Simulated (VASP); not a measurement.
Input of a VASP 6.6.1 run:

Contents of INCAR:

```
SYSTEM = CaPb2F6
PREC     = Accurate       ! precision mode
ENCUT    = 520            ! plane-wave cutoff, eV
EDIFF    = 1E-6           ! SCF threshold, eV
ISMEAR   = 0              ! smearing method
SIGMA    = 0.1            ! smearing width, eV
LREAL    = Auto         
LASPH    = .TRUE.         ! aspherical terms in the spheres
NELM     = 60             ! most SCF steps
ALGO     = Normal         ! electronic algorithm
ISIF     = 2              ! what is computed and relaxed
LWAVE    = .FALSE.        ! write WAVECAR
LCHARG   = .FALSE.        ! write CHGCAR
GGA      = PE             ! functional
ISYM     = 0            
NBANDS   = 95             ! bands
```

The input KPOINTS:

```
Automatic mesh
0
Gamma
  2 2 2
  0.5 0.5 0.5
```

Contents of POSCAR:

```
CaPb2F6
1.0
    5.8501799226      2.9257262617     -2.9254195090
    2.9249271111      5.8346302994      2.9082715847
    5.8502005499     -2.9259640225      2.9252230027
F Ca Pb
12 2 4
Direct
    0.4677456875      0.3329448442      0.6333940606
    0.7979586287      0.6463203916      0.6203319367
    0.9677730262      0.3329491096      0.1333816634
    0.2979385107      0.6463137469      0.1203654032
    0.6113708823      0.0196151032      0.1202072280
    0.1113607639      0.0196381029      0.6202310982
    0.3706482866      0.0195646276      0.8794917406
    0.7008096763      0.3329840727      0.8664318795
    0.8706395200      0.0196203723      0.3794812460
    0.2008353908      0.3329473711      0.3664370050
    0.5572051729      0.6463091084      0.3796162323
    0.0572243649      0.6462933283      0.8796104584
    0.8342850099      0.3329494573      0.4999283440
    0.3342724590      0.3329839510      0.9999092265
    0.4974108066      0.0066525622      0.4999295353
    0.9974081505      0.0066826676     -0.0000530917
    0.6711425699      0.6592896529     -0.0001168597
    0.1711568401      0.6592555041      0.4998911952
```

Potentials or basis: VASP PAW PBE potentials, release 64 (F, Ca_sv, Pb_d).

Launch:

```sh
$ cat potpaw_PBE.64/F/POTCAR potpaw_PBE.64/Ca_sv/POTCAR potpaw_PBE.64/Pb_d/POTCAR > POTCAR
$ mpirun -np 1 vasp_std > vasp.out
```

Problem. Predict the band gap on the k mesh.

Solution. 4.68 eV.

Problem. Estimate the pressure.

Solution. -0.1 GPa.

Problem. Estimate the largest force.

Solution. 0.015 eV/Å.

Forces on the atoms (eV/Å):
```
F   -0.008  0.004 -0.002
F    0.007  0.008  0.009
F   -0.009  0.004 -0.002
F    0.006  0.008  0.009
F    0.008 -0.008 -0.008
F    0.008 -0.009 -0.008
F   -0.009 -0.007 -0.008
F    0.009 -0.001  0.003
F   -0.009 -0.009 -0.008
F    0.009 -0.001  0.003
F   -0.009  0.008  0.009
F   -0.009  0.008  0.009
Ca   0.000  0.002  0.000
Ca   0.001  0.000 -0.001
Pb  -0.001 -0.004 -0.004
Pb   0.000 -0.003 -0.003
Pb   0.003  0.000  0.001
Pb   0.003  0.001  0.001
```

Caveat: spin-orbit coupling is left out, which moves the levels of the heavy elements; a shifted mesh leaves out Γ, where band edges can lie. A k mesh can miss the band edges.
